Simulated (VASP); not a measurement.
# SrO (Fm-3m) in VASP: a series of runs

The runs below take SrO through relaxation of cell and atoms, with RPBE, revPBE, BLYP.

Everything below comes from runs of VASP 6.6.1. Logs are shortened: lines on timing, memory, paths and dates and some standing lists are left out, and cuts for length are marked.

## (1) The cell of the first run

The structure is cubic, space group Fm-3m (No. 225). Conventional cell: a = 5.133 Å, b = 5.133 Å, c = 5.133 Å, α = 90.00°, β = 90.00°, γ = 90.00°. Sr (site symmetry m-3m) has 6 O at 2.57 Å within 3.4 Å. Within 3.4 Å of O (site symmetry m-3m) lie 6 Sr at 2.57 Å.

## (2) Relaxation of cell and atoms, RPBE

INCAR

```
SYSTEM = SrO
ALGO = Normal
EDIFF = 1E-6
EDIFFG = -0.01
ENCUT = 600
GGA = RP
IBRION = 2
ISIF = 3
ISMEAR = -1
LASPH = .TRUE.
LCHARG = .FALSE.
LREAL = .FALSE.
LWAVE = .FALSE.
NELM = 60
NSW = 60
PREC = Accurate
SIGMA = 0.05
```

KPOINTS

```
k-points
0
G
  9 9 9
  0 0 0
```

POSCAR

```
SrO
1.0
    0.0000000000      2.5663000000      2.5663000000
    2.5663000000      0.0000000000      2.5663000000
    2.5663000000      2.5663000000      0.0000000000
Sr O
1 1
Direct
    0.5000000000      0.5000000000      0.5000000000
    0.0000000000      0.0000000000      0.0000000000
```

Potentials or basis: VASP PAW PBE potentials, release 64 (Sr_sv, O).

The run is started by

```bash
$ cat potpaw_PBE.64/Sr_sv/POTCAR potpaw_PBE.64/O/POTCAR > POTCAR
$ mpirun -np 1 vasp_std > vasp.out
```

OUTCAR:

```text
SYSTEM = SrO
   EDIFF = 1E-6
   EDIFFG = -0.01
   ENCUT = 600
   GGA = RP
   IBRION = 2
   ISIF = 3
   ISMEAR = -1
   LASPH = .TRUE.
   LREAL = .FALSE.
   NELM = 60
   NSW = 60
   PREC = Accurate

 ion  position               nearest neighbor table
   1  0.500  0.500  0.500-   2 2.57   2 2.57   2 2.57   2 2.57   2 2.57   2 2.57
   2  0.000  0.000  0.000-   1 2.57   1 2.57   1 2.57   1 2.57   1 2.57   1 2.57

  LATTYP: Found a face centered cubic cell.
 ALAT       =     5.1326000000

  Lattice vectors:

 A1 = (   0.0000000000,   2.5663000000,   2.5663000000)
 A2 = (   2.5663000000,   0.0000000000,   2.5663000000)
 A3 = (   2.5663000000,   2.5663000000,   0.0000000000)

Analysis of symmetry for initial positions (statically):
=====================================================================
 Subroutine PRICEL returns:
 Original cell was already a primitive cell.

 Routine SETGRP: Setting up the symmetry group for a
 face centered cubic supercell.

 Subroutine GETGRP returns: Found 48 space group operations
 (whereof 48 operations were pure point group operations)
 out of a pool of 48 trial point group operations.

The static configuration has the point symmetry O_h .

Analysis of symmetry for dynamics (positions and initial velocities):
=====================================================================
 Subroutine PRICEL returns:
 Original cell was already a primitive cell.

 Routine SETGRP: Setting up the symmetry group for a
 face centered cubic supercell.

 Subroutine GETGRP returns: Found 48 space group operations
 (whereof 48 operations were pure point group operations)
 out of a pool of 48 trial point group operations.

The dynamic configuration has the point symmetry O_h .

 Subroutine INISYM returns: Found 48 space group operations
 (whereof 48 operations are pure point group operations),
 and found     1 'primitive' translations

----------------------------------------------------------------------------------------

                                     Primitive cell

  volume of cell :      33.8028

  direct lattice vectors                    reciprocal lattice vectors
     0.000000000  2.566300000  2.566300000    -0.194833028  0.194833028  0.194833028
     2.566300000  0.000000000  2.566300000     0.194833028 -0.194833028  0.194833028
     2.566300000  2.566300000  0.000000000     0.194833028  0.194833028 -0.194833028

  length of vectors
     3.629296265  3.629296265  3.629296265     0.337460704  0.337460704  0.337460704

  position of ions in fractional coordinates (direct lattice)
     0.500000000  0.500000000  0.500000000
     0.000000000  0.000000000  0.000000000

  ion indices of the primitive-cell ions
   primitive index   ion index
                 1           1
                 2           2

----------------------------------------------------------------------------------------

 KPOINTS: k-points

Automatic generation of k-mesh.
 Grid dimensions read from file:
 generate k-points for:    9    9    9

 Generating k-lattice:

  Cartesian coordinates                     Fractional coordinates (reciprocal lattice)
    -0.021648114  0.021648114  0.021648114     0.111111111  0.000000000  0.000000000
     0.021648114 -0.021648114  0.021648114     0.000000000  0.111111111  0.000000000
     0.021648114  0.021648114 -0.021648114     0.000000000  0.000000000  0.111111111

  Length of vectors
     0.037495634  0.037495634  0.037495634

  Shift w.r.t. Gamma in fractional coordinates (k-lattice)
     0.000000000  0.000000000  0.000000000

 Subroutine IBZKPT returns following result:
 ===========================================

 Found     35 irreducible k-points:

 Following reciprocal coordinates:
            Coordinates               Weight
  0.000000  0.000000  0.000000      1.000000
  0.111111  0.000000  0.000000      8.000000
  0.222222  0.000000  0.000000      8.000000
  0.333333  0.000000  0.000000      8.000000
  0.444444  0.000000  0.000000      8.000000
  0.111111  0.111111  0.000000      6.000000
[... 16 lines left out ...]
 -0.333333  0.333333  0.000000     12.000000
  0.444444  0.444444  0.000000      6.000000
 [... further k-points ...]
   k-points           NKPTS =     35   k-points in BZ     NKDIM =     35   number of bands    NBANDS=     12
   number of dos      NEDOS =    301   number of ions     NIONS =      2
   total plane-waves  NPLWV =  27000
   dimension x,y,z NGX =    30 NGY =   30 NGZ =   30
   dimension x,y,z NGXF=    60 NGYF=   60 NGZF=   60
   ions per type =               1   1
   NGX,Y,Z   is equivalent  to a cutoff of  13.74, 13.74, 13.74 a.u.
   NGXF,Y,Z  is equivalent  to a cutoff of  27.48, 27.48, 27.48 a.u.
 SYSTEM =  SrO
   PREC   = accura    normal or accurate (medium, high low for compatibility)
   ISTART =      0    job   : 0-new  1-cont  2-samecut
   ICHARG =      2    charge: 1-file 2-atom 10-const
   ISPIN  =      1    spin polarized calculation?
   LNONCOLLINEAR =      F non collinear calculations
   LSORBIT =      F    spin-orbit coupling
   LASPH  =      T    aspherical Exc in radial PAW
   ENCUT  =  600.0 eV  44.10 Ry    6.64 a.u.   7.25  7.25  7.25*2*pi/ulx,y,z
   NELM   =     60;   NELMIN=  2; NELMDL= -5     # of ELM steps
   EDIFF  = 0.1E-05   stopping-criterion for ELM
   LREAL  =      F    real-space projection
   EDIFFG = -.1E-01   stopping-criterion for IOM
   NSW    =     60    number of steps for IOM
   IBRION =      2    ionic relax: 0-MD 1-quasi-New 2-CG
   NFREE  =      1    steps in history (QN), initial steepest desc. (CG)
   ISIF   =      3    stress and relaxation
   ISYM   =      2    0-nonsym 1-usesym 2-fastsym
   POTIM  = 0.5000    time-step for ionic-motion
   TEBEG  =    0.0;   TEEND  =   0.0 temperature during run
   PSTRESS=    0.0 pullay stress
   NELECT =      16.0000    total number of electrons
   NUPDOWN=      -1.0000    fix difference up-down
   EMIN   =  10.00;   EMAX   =-10.00  energy-range for DOS
   EFERMI =   0.00;   METHOD = LEGACY
   ISMEAR =    -1;   SIGMA  =   0.05  broadening in eV -4-tet -1-fermi 0-gaus
   EFERMI_NEDOS =   21; number of points for ismear=-14 and -15
   IALGO  =     38    algorithm
   IMIX   =      4    mixing-type and parameters
     AMIX     =   0.40;   BMIX     =  1.00
     AMIX_MAG =   1.60;   BMIX_MAG =  1.00
  volume/ion in A,a.u.               =      16.90       114.06
  Fermi-wavevector in a.u.,A,eV,Ry     =   1.275843  2.410995 22.147245  1.627777
  Thomas-Fermi vector in A             =   2.408533
   LORBIT       =      0    0 simple, 1 ext, 2 COOP (PROOUT), +10 PAW based schemes
   GGA     = RP    functional components
   LHFCALC =     F    Hartree Fock is set to
   AEXX    =    0.0000 exact exchange contribution
   IVDW    =     0    specifies the selected vdW correction
   LEPSILON=     F    determine dielectric tensor
   LRPA    =     F    only Hartree local field effects (RPA)
 conjugate gradient relaxation of ions
 non-spin polarized calculation
  energy-cutoff  :      600.00
  volume of cell :       33.80
 maximum number of plane-waves:      1147
 NGX is ok and might be reduce to    30
   NGX = 15   NGY = 15   NGZ = 15

--------------------------------------- Ionic step        1  -------------------------------------------

 number of electron      15.9999997 magnetization

 Free energy of the ion-electron system (eV)
  ---------------------------------------------------
  ext. energy  EPLUGINS =         0.00000000
  ---------------------------------------------------
  free energy    TOTEN  =       -11.33325319 eV

  energy without entropy =      -11.33325319  energy(sigma->0) =      -11.33325319

------------------------ aborting loop because EDIFF is reached ----------------------------------------

  FORCE on cell =-STRESS in cart. coord.  units (eV):
  Direction    XX          YY          ZZ          XY          YZ          ZX
  --------------------------------------------------------------------------------------
  -------------------------------------------------------------------------------------
  Total        1.4565279      1.4565279      1.4565279      0.0000000      0.0000000     -0.0000000
  in kB       69.0362388     69.0362388     69.0362388      0.0000000      0.0000000     -0.0000000
  external PRESSURE =      69.0362388 kB  Pullay stress =       0.0000000 kB
[... 57 lines left out ...]
  energy  without entropy=      -11.3817741498  energy(sigma->0) =      -11.38177415

--------------------------------------- Ionic step        3  -------------------------------------------

 number of electron      16.0000005 magnetization

 Free energy of the ion-electron system (eV)
  ---------------------------------------------------
  ext. energy  EPLUGINS =         0.00000000
  ---------------------------------------------------
  free energy    TOTEN  =       -11.38762018 eV

  energy without entropy =      -11.38762018  energy(sigma->0) =      -11.38762018

 E-fermi :   2.5833     XC(G=0):  -9.4328

 val. band max:        1.5261826739   @ k =   0.0000   0.0000   0.0000
 cond. band min:       4.9880697007   @ k =   0.4444   0.4444   0.0000
 fundamental gap:      3.4618870268
 Fermi energy:         2.5833074822

 k-point     1 :       0.0000    0.0000    0.0000
  band No.  band energies     occupation
      1     -31.2300      2.00000
      2     -13.5696      2.00000
      3     -12.9417      2.00000
      4     -12.9417      2.00000
      5     -12.9417      2.00000
      6       1.5262      2.00000
      7       1.5262      2.00000
      8       1.5262      2.00000
      9       5.1967      0.00000
     10       7.6332      0.00000
     11       7.6332      0.00000
     12       7.6332      0.00000
[... 331 lines left out ...]
 k-point    24 :       0.4444    0.4444    0.0000
  band No.  band energies     occupation
      1     -31.1068      2.00000
      2     -13.9011      2.00000
      3     -13.2590      2.00000
      4     -13.2156      2.00000
      5     -13.2156      2.00000
      6       0.9038      2.00000
      7       1.3918      2.00000
      8       1.3918      2.00000
      9       4.9881      0.00000
     10       8.7447      0.00000
     11      11.1332      0.00000
     12      11.4255      0.00000

 [... further k-points ...]

------------------------ aborting loop because EDIFF is reached ----------------------------------------

  FORCE on cell =-STRESS in cart. coord.  units (eV):
  Direction    XX          YY          ZZ          XY          YZ          ZX
  --------------------------------------------------------------------------------------
  -------------------------------------------------------------------------------------
  Total        0.0040100      0.0040100      0.0040100      0.0000000      0.0000000     -0.0000000
  in kB        0.1759950      0.1759950      0.1759950      0.0000000      0.0000000     -0.0000000
  external PRESSURE =       0.1759950 kB  Pullay stress =       0.0000000 kB
[... 17 lines left out ...]
  FREE ENERGIE OF THE ION-ELECTRON SYSTEM (eV)
  ---------------------------------------------------
  free  energy   TOTEN  =       -11.3876201807 eV

  energy  without entropy=      -11.3876201807  energy(sigma->0) =      -11.38762018

 reached required accuracy - stopping structural energy minimisation
```

It took 52 s on 1 thread of Intel Xeon Platinum 8259CL at 2.50GHz (Skylake/Cascade Lake), shared host; peak memory 0.18 GiB.

What came out:

```
Free energy                           : -11.3876 eV
Relaxed volume                        : 18.25 Å³/atom
Relaxed cell                          : a = 3.724 Å, b = 3.724 Å, c = 3.724 Å, α = 60.00°, β = 60.00°, γ = 60.00°
Space group after relaxing (to 0.1 Å) : Fm-3m (No. 225)
Energy gained by relaxing             : 27.2 meV/atom
Ionic steps                           : 3
Pressure after relaxing               : 0.0 GPa
Band gap on the k mesh                : 3.46 eV (least direct gap 3.60 eV)
```

Step by step:
```
step  energy change (eV)  largest force (eV/Å)  pressure (GPa)  volume (Å³)
   1              0.0000                0.0000            6.90        33.80
   2             -0.0485                0.0000           -1.87        37.49
   3             -0.0544                0.0000            0.02        36.50
```

Final structure:
```xyz
2
Lattice="0.0000 2.6329 2.6329 2.6329 0.0000 2.6329 2.6329 2.6329 0.0000" Properties=species:S:1:pos:R:3 pbc="T T T"
Sr    2.6329    2.6329    2.6329
O     0.0000    0.0000    0.0000
```

Caveat: the PAW data sets were made with another functional, which shifts forces and pressure a little; an odd mesh through Γ misses points on the zone boundary, where band edges can lie.

(Part 1 of 2 ends here.)
